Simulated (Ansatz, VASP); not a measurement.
**Cu in VASP and in Ansatz**

```
Cu
1.0
     1.84343    0.00000    0.00000
     0.00000    1.84343    0.00000
     0.00000    0.00000    1.84343
Cu
1
Direct
  0.00000 0.00000 0.00000
```

Change from the starting cell: volume scaled by 0.45, LAPW.

Alike in both runs: task single point; functional PBE; k mesh 16 × 16 × 16; occupations fermi-dirac, width 0.05 eV; no spin polarisation.

|  | VASP | Ansatz |
| --- | --- | --- |
| version | VASP 6.6.1 | Ansatz 0.2.0 |
| potentials or method | VASP PAW PBE potentials, release 64 (Cu), cutoff 520 eV | all-electron LAPW, scalar-relativistic |

|  | VASP | Ansatz | Ansatz less VASP |
| --- | --- | --- | --- |
| pressure (GPa) | 584.9 | 572.5 | -12.44 |

Both programs put the cell under a high pressure, so it lies far from rest at this level. Ansatz ran all-electron here, and VASP with PAW potentials.

Noted on VASP's run: the cell as given lies far from equilibrium.
